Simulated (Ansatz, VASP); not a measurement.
Si: VASP beside Ansatz

```
Si
1.0
     0.00000    2.72211    2.72211
     2.72211    0.00000    2.72211
     2.72211    2.72211    0.00000
Si
2
Direct
  0.00000 0.00000 0.00000
  0.25000 0.25000 0.25000
```

Alike in both runs: functional r2SCAN; k mesh 10 × 10 × 10; occupations gaussian, width 0.01 eV; no spin polarisation.

Ansatz relaxed the structure, and its values are those at the end. VASP's run is a single point on that final structure, the one shown.

```csv
,VASP,Ansatz
version,VASP 6.6.1,Ansatz 0.2.0
potentials or method,"VASP PAW PBE potentials, release 64 (Si)","scalar-relativistic, plane waves, PAW"
plane-wave cutoff (eV),520,500
valence electrons in the cell,8,8
```

```tsv
	VASP	Ansatz	Ansatz less VASP
gap on the k mesh at the Fermi level (eV)	0.79	0.78	-0.015
least direct gap on the mesh (eV)	2.75	2.74	-0.016
pressure (GPa)	-0.2	0.0	+0.24
```

VASP's potentials were made for PBE, not for r2SCAN.
